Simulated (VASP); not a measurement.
A run of VASP 6.6.1 is set up as follows.

File INCAR:

```
SYSTEM = LiSi16
  ALGO = Normal
  EDIFF = 1E-6
  ENCUT = 520
  ISIF = 2
  ISMEAR = 0
  LASPH = .TRUE.
  LCHARG = .TRUE.
  LELF = .TRUE.
  LREAL = Auto
  LVHAR = .TRUE.
  LWAVE = .FALSE.
  NBANDS = 48
  NELECT = 66.0
  NELM = 100
  PREC = Accurate
  SIGMA = 0.02
```

File KPOINTS:

```
k-points
0
G
  2 2 2
  0 0 0
```

POSCAR

```
LiSi16
1.0
    0.0000000000      5.4300000000      5.4300000000
    5.4300000000      0.0000000000      5.4300000000
    5.4300000000      5.4300000000      0.0000000000
Si Li
16 1
Direct
    0.0033550645     -0.0055036832      0.0035403315
    0.1245986188      0.1284174033      0.1247883057
    0.0014810313      0.0089379374      0.4984629834
    0.1325392265      0.1302355433      0.6194489871
   -0.0075236648      0.5033805709     -0.0073313996
    0.1159071823      0.6268349908      0.1160970534
    0.0029413444      0.5143334254      0.4837691529
    0.1245089319      0.6352717311      0.6176743094
    0.4982733886      0.0089374770      0.0016706262
    0.6192632597      0.1302336096      0.1327262431
    0.5042558932      0.0157164825      0.5044426335
    0.6287323204      0.1393212707      0.6289221915
    0.4835780847      0.5143325967      0.0031289134
    0.6174819521      0.6352709024      0.1246985267
    0.4981840700      0.5120789134      0.4983735727
    0.6189267956      0.6439531308      0.6191140884
    0.8439846225      0.3549437385      0.8441765193
```

Potentials or basis: VASP PAW LDA potentials, release 64 (Si, Li_sv).

The run is started by

```sh
$ cat potpaw_LDA.64/Si/POTCAR potpaw_LDA.64/Li_sv/POTCAR > POTCAR
$ mpirun -np 1 vasp_std > vasp.out
```

Problem. What does it give for the largest force?

Solution. 0.736 eV/Å.

Forces in eV/Å, atoms in the order of the input:
```
Si  -0.047 -0.051 -0.047
Si  -0.032 -0.017 -0.032
Si  -0.020 -0.021 -0.018
Si   0.009 -0.038 -0.037
Si  -0.034 -0.033 -0.034
Si  -0.012 -0.014 -0.012
Si  -0.052 -0.048 -0.045
Si  -0.029 -0.031 -0.017
Si  -0.018 -0.021 -0.020
Si  -0.037 -0.038  0.009
Si  -0.012 -0.006 -0.012
Si  -0.021 -0.025 -0.021
Si  -0.045 -0.048 -0.052
Si  -0.017 -0.031 -0.029
Si  -0.019 -0.022 -0.019
Si  -0.041  0.018 -0.041
Li   0.424  0.427  0.424
```

Caveat: the k points lie up to 0.50 Å⁻¹ apart; the cell carries a net charge on a neutralising background, which shifts energy and pressure.
